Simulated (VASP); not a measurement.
Crystal: Rh.

```
Rh
1.0
     0.00000    1.89995    1.89995
     1.89995    0.00000    1.89995
     1.89995    1.89995    0.00000
Rh
1
Direct
  0.00000 0.00000 0.00000
```

Base run:

- Program: VASP 6.6.1
- Functional: r2SCAN
- Potentials or basis: VASP PAW PBE potentials, release 64 (Rh_sv_GW)
- Cutoff: 580 eV
- k mesh: 18 × 18 × 18
- Occupations: gaussian, width 0.1 eV
- Spin: no spin polarisation

Its results: pressure -1.6 GPa.

Question: The run is repeated on the same cell with these changes: potentials or basis from VASP PAW PBE potentials, release 64 (Rh_sv_GW) to VASP PAW PBE potentials, release 64 (Rh_pv); cutoff from 580 eV to 520 eV; further incar settings from ALGO = Normal; EDIFF = 1e-06; NBANDS = 14 to ALGO = Normal; EDIFF = 1e-07; NBANDS = 14; valence electrons from 17 to 15. What comes out?

Answer: Pressure 1.2 GPa.

Caveats: the PAW data sets were made with another functional, which shifts forces and pressure a little.
